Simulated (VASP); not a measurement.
BiTe: single point with PBEsol

Crystal: BiTe.

```
Bi Te
1.0
     0.00000    3.13005    3.13005
     3.13005    0.00000    3.13005
     3.13005    3.13005    0.00000
Bi Te
1 1
Direct
  0.00000 0.00000 0.00000
  0.50000 0.50000 0.50000
```

```
Program             : VASP 6.6.1
Task                : single point
Functional          : PBEsol
Potentials or basis : VASP PAW PBE potentials, release 64 (Bi_d, Te)
Cutoff              : 520 eV
k mesh              : 12 × 12 × 12
Occupations         : gaussian, width 0.1 eV
Spin                : no spin polarisation
```

| Quantity | Value |
| --- | --- |
| Pressure | 4.0 GPa |
| Band gap on the k mesh | zero (an odd number of electrons rules out a gap without spin polarisation) |

Levels at points of the mesh, in eV from the Fermi level:
| k point | band 6 | band 7 | band 8 | band 9 | band 10 | band 11 | band 12 | band 13 | band 14 | band 15 |
| --- | --- | --- | --- | --- | --- | --- | --- | --- | --- | --- |
| (0.00, 0.00, 0.00) | -14.25 | -7.73 | -2.78 | -2.78 | -2.78 | 2.38 | 2.38 | 2.38 | 4.50 | 4.50 |
| (0.50, 0.00, 0.00) | -12.00 | -11.62 | -2.09 | -2.09 | -1.54 | -0.88 | -0.77 | -0.77 | 7.49 | 8.04 |
| (0.50, 0.50, 0.00) | -12.15 | -9.96 | -6.36 | -4.48 | -4.48 | 1.82 | 4.10 | 4.10 | 5.74 | 9.02 |

Wall time 120 s on 1 thread of Intel Xeon 8259CL (shared host), peak memory 0.25 GiB.

Caveat: the cell stands under pressure; the PAW data sets were made with another functional, which shifts forces and pressure a little; spin-orbit coupling is left out, which moves the levels of the heavy elements; an odd number of electrons without spin polarisation forces a metal; a magnetic or distorted state may lie lower.
